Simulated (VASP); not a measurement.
Wanted: the native input for a VASP 6.6.1 run.

* Task: single point
* Functional: RPBE
* Potentials or basis: VASP PAW PBE potentials, release 64 (Ba_sv)
* Cutoff: 520 eV
* k mesh: 7 × 7 × 10
* Occupations: fermi-dirac, width 0.1 eV
* Spin: no spin polarisation
* Dipole correction: no
* Further INCAR settings: ALGO = Normal; EDIFF = 1e-06; NBANDS = 22

The structure of Ba lies in POSCAR:

```
Ba
1.0
    7.4040688562      0.0000000000      0.0000000000
   -3.7020344281      6.4121117208      0.0000000000
    0.0000000000      0.0000000000      4.3987586462
Ba
3
Direct
    1.0000000000      0.0000000000      1.0000000000
    0.3333333333      0.6666666667      0.5000000000
    0.6666666667      0.3333333333      0.5000000000
```

This isn't the form of Ba at room conditions, which is bcc.

The input as run:

INCAR

```
SYSTEM = Ba
PREC = Accurate
ENCUT = 520
EDIFF = 1E-6
ISMEAR = -1
SIGMA = 0.1
LREAL = .FALSE.
LASPH = .TRUE.
NELM = 60
ALGO = Normal
ISIF = 2
LWAVE = .FALSE.
LCHARG = .FALSE.
GGA = RP
NBANDS = 22
```

KPOINTS

```
Automatic mesh
0
G
  7 7 10
  0 0 0
```

Potentials or basis: VASP PAW PBE potentials, release 64 (Ba_sv).

Run with:

```sh
$ cat potpaw_PBE.64/Ba_sv/POTCAR > POTCAR
$ mpirun -np 1 vasp_std > vasp.out
```

It gave:

- Pressure: 0.0 GPa
- Band gap on the k mesh: zero (bands 15 and 16 overlap by 0.63 eV)

Caveat: the PAW data sets were made with another functional, which shifts forces and pressure a little; spin-orbit coupling is left out, which moves the levels of the heavy elements.

Run time: 120 s on 1 thread of Intel(R) Xeon(R) Platinum 8488C (Sapphire Rapids) (shared host), peak memory 0.42 GiB.
